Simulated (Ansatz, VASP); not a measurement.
## Co: VASP beside Ansatz

Contents of INCAR:

```
PREC = Accurate
ENCUT = 520
EDIFF = 1E-6
ISMEAR = -1
SIGMA = 0.05
LREAL = False
LASPH = True
NELM = 150
ALGO = Normal
ISIF = 2
LWAVE = False
LCHARG = False
ISPIN = 2
MAGMOM = -1.558 -1.558
LORBIT = 11
LMAXMIX = 4
GGA = CA
NBANDS = 20
```

KPOINTS

```
Automatic mesh
0
Gamma
  24 24 13
```

File POSCAR:

```
Co
1.0
    2.3261355222      0.0000000000      0.0000000000
   -1.1630677611      2.0144924549      0.0000000000
    0.0000000000      0.0000000000      3.7593556592
Co
2
Direct
    0.3333333333      0.6666666667      0.2500000000
    0.6666666667      0.3333333333      0.7500000000
```

Input for Ansatz:

```yaml
crystal:
  lattice:
    - [2.3261206208, 0.0, 0.0]
    - [-1.1630603104, 2.0144795499, 0.0]
    - [0.0, 0.0, 3.7593945328]
  atoms:
    - { symbol: Co, position: [0.3333333333, 0.6666666667, 0.25], spin: -1.558 }
    - { symbol: Co, position: [0.6666666667, 0.3333333333, 0.75], spin: -1.558 }
hamiltonian:
  xc: lda
  pseudopotentials:
    kind: paw
    azcp:
      Co: "pseudopotentials/Co.paw.azcp"
basis:
  ecutwfc: 420
  fft_grid_basis: typed
kpoints:
  mp_grid: { grid: [24, 24, 13], shift: [0, 0, 0] }
magnetization:
  spin_polarized: true
scf:
  occupations: { method: fermi_dirac, width: 0.05 }
output:
  stress: true
```

Alike in both runs: task single point; functional LDA; k mesh 24 × 24 × 13; occupations fermi-dirac, width 0.05 eV; collinear spin.

```csv
,VASP,Ansatz
version,VASP 6.6.1,Ansatz 0.2.0
potentials or method,"VASP PAW LDA potentials, release 64 (Co), cutoff 520 eV","plane waves (420 eV) with PAW, scalar-relativistic"
valence electrons in the cell,18,34
```

```tsv
	VASP	Ansatz	Ansatz less VASP
net moment per atom (μB)	1.05	1.20	+0.159
size of the moment on the site where the two differ most (μB)	1.03	1.23	+0.206
```

The net moments are unlike, so the other rows may belong to different states. Ansatz warns that its potentials were made for another functional, while VASP's fit it. LDA's correlation is that of Perdew and Zunger in VASP and of Perdew and Wang (1992) in Ansatz. Site moments also hang on the region over which each program counts them. VASP's potentials hold 18 valence electrons a cell and Ansatz's 34, so a difference there can come from the potentials and not from the codes.
